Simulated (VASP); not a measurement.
Input of a VASP 6.6.1 run:

INCAR

```
SYSTEM = Ru
ALGO = Normal
EDIFF = 1E-6
ENCUT = 520
GGA = CA
ISIF = 2
ISMEAR = -1
LASPH = .TRUE.
LCHARG = .FALSE.
LREAL = .FALSE.
LWAVE = .FALSE.
NBANDS = 13
NELM = 60
PREC = Accurate
SIGMA = 0.1
```

File KPOINTS:

```
k-points
0
G
  10 10 10
  0 0 0
```

File POSCAR:

```
Ru
1.0
    1.4739104275      1.4739104275      1.4739104275
   -1.4739104275      1.4739104275      1.4739104275
   -1.4739104275     -1.4739104275      1.4739104275
Ru
1
Direct
    0.0000000000      0.0000000000      0.0000000000
```

Potentials or basis: VASP PAW LDA potentials, release 64 (Ru_pv).

Command:

```bash
$ cat potpaw_LDA.64/Ru_pv/POTCAR > POTCAR
$ mpirun -np 1 vasp_std > vasp.out
```

(1) What does it give for the pressure?

(2) Predict the band gap on the k mesh.

Results:

(1) 21.2 GPa.

(2) zero (band 7 reaches 16.09 eV, above the bottom of band 8 at 12.31 eV).
